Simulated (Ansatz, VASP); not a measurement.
## K3I2Br: VASP beside Ansatz

```xyz
6
Lattice="4.4755 0.0000 0.0000 -2.2378 3.8759 0.0000 0.0000 0.0000 12.0308" Properties=species:S:1:pos:R:3 pbc="T T T"
K     0.0000    0.0000    6.0154
K     0.0000    2.5839    1.8160
K     2.2378    1.2920   10.2148
I     0.0000    2.5839    8.1160
I     2.2378    1.2920    3.9148
Br    0.0000    0.0000    0.0000
```

Alike in both runs: functional LDA; k mesh 6 × 6 × 2; occupations gaussian, width 0.05 eV; no spin polarisation.

Ansatz relaxed the structure, and its values are those at the end. VASP's run is a single point on that final structure, the one shown.

|  | VASP | Ansatz |
| --- | --- | --- |
| version | VASP 6.6.1 | Ansatz 0.2.0 |
| potentials or method | VASP PAW LDA potentials, release 64 (K_sv, I, Br), cutoff 520 eV | scalar-relativistic, plane waves, PAW |
| valence electrons in the cell | 48 | 68 |

```tsv
	VASP	Ansatz	Ansatz less VASP
gap on the k mesh at the Fermi level (eV)	3.68	3.67	-0.008
least direct gap on the mesh (eV)	3.68	3.67	-0.008
pressure (GPa)	1.3	1.2	-0.10
```

LDA's correlation is that of Perdew and Zunger in VASP and of Perdew and Wang (1992) in Ansatz. VASP's potentials hold 48 valence electrons a cell and Ansatz's 68, so a difference there can come from the potentials and not from the codes. Ansatz's warnings: stress scf threshold loose.

Neither program's run includes spin-orbit coupling.
